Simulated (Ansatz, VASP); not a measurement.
K: VASP beside Ansatz

File POSCAR:

```
K
1.0
    4.4585494019      0.0000000000      0.0000000000
    0.0000000000      4.4585494019      0.0000000000
    0.0000000000      0.0000000000      4.4585494019
K
1
Direct
    0.0000000000      0.0000000000      0.0000000000
```

Contents of INCAR.step1:

```
SYSTEM = K
PREC = Accurate ; ENCUT = 520
ISMEAR = 0 ; SIGMA = 0.15
LREAL = .False. ; LASPH = .True.
NELM = 100 ; NBANDS = 10
GGA = PE ; ALGO = Normal
EDIFF = 1E-4 ; LWAVE = .True.
LCHARG = .False.
```

File INCAR.step2:

```
SYSTEM = K
PREC = Accurate ; ENCUT = 520
EDIFF = 1E-6 ; ISMEAR = 0
SIGMA = 0.15 ; LREAL = .False.
LASPH = .True. ; NELM = 100
ALGO = Normal ; ISIF = 2
LWAVE = .False. ; LCHARG = .False.
METAGGA = R2SCAN ; LMIXTAU = .True.
NBANDS = 10 ; ISTART = 1
```

KPOINTS

```
Automatic mesh
0
Gamma
  12 12 12
  0 0 0
```

Input for Ansatz:

```yaml
crystal:
  lattice:
    - [4.4585494019, 0.0, 0.0]
    - [0.0, 4.4585494019, 0.0]
    - [0.0, 0.0, 4.4585494019]
  atoms:
    - { symbol: K, position: [0.0, 0.0, 0.0] }
basis:
  ecutwfc: 500
kpoints:
  mp_grid: { grid: [12, 12, 12] }
hamiltonian:
  xc: r2scan
scf:
  occupations: { method: gaussian, width: 0.15 }
output:
  forces: true
  stress: true
  eigenvalues: true
```

Alike in both runs: task single point; functional r2SCAN; k mesh 12 × 12 × 12; occupations gaussian, width 0.15 eV; no spin polarisation.

|  | VASP | Ansatz |
| --- | --- | --- |
| version | VASP 6.6.1 | Ansatz 0.2.0 |
| potentials or method | VASP PAW PBE potentials, release 64 (K_sv), cutoff 520 eV | scalar-relativistic, plane waves, PAW |
| valence electrons in the cell | 9 | 9 |

Ansatz gave:

- gap on the k mesh at the Fermi level (eV): none
- pressure (GPa): -0.2

Task: Estimate VASP's values.

Result: gap on the k mesh at the Fermi level (eV): none; pressure (GPa): -0.3.

VASP's potentials were made for PBE, not for r2SCAN. A gap of «none» marks a metal or a gap that the smearing closes. With one functional, cell and mesh, what is left measures potentials, basis and numerics.
